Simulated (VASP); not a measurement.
# Sb3Pb: density of states with PBE

The system is Sb3Pb.

```
Sb Pb
1.0
    -3.14979    3.14979    3.14979
     3.14979   -3.14979    3.14979
     3.14979    3.14979   -3.14979
Sb Pb
3 1
Direct
  0.00000 0.50000 0.50000
  0.50000 0.00000 0.50000
  0.50000 0.50000 0.00000
  0.00000 0.00000 0.00000
```

| Quantity | Value |
| --- | --- |
| Program | VASP 6.6.1 |
| Task | density of states |
| Functional | PBE |
| Potentials or basis | VASP PAW PBE potentials, release 64 (Sb, Pb_d) |
| Cutoff | 520 eV |
| k mesh | 10 × 10 × 10 |
| Occupations | gaussian, width 0.1 eV |
| Spin | no spin polarisation |
| Dipole correction | no |
| k mesh for the DOS | 15 × 15 × 15 |
| Occupations for the DOS | tetrahedron |
| Further INCAR settings | ALGO = Normal; EDIFF = 1e-07 |

The valence electrons inside the program's atomic spheres are Sb 2.37; Pb 11.96.

Levels at points of the mesh, in eV from the Fermi level:
```
           k point  band 11  band 12  band 13  band 14  band 15  band 16  band 17  band 18
(0.00, 0.00, 0.00)    -3.24    -3.24    -2.62    -2.62    -2.62     2.72     2.72     2.72
```

It took 4.3 min on 1 thread of Intel(R) Xeon(R) Platinum 8259CL CPU @ 2.50GHz (Skylake/Cascade Lake) (shared host), peak memory 0.43 GiB.

Caveat: spin-orbit coupling is left out, which moves the levels of the heavy elements.
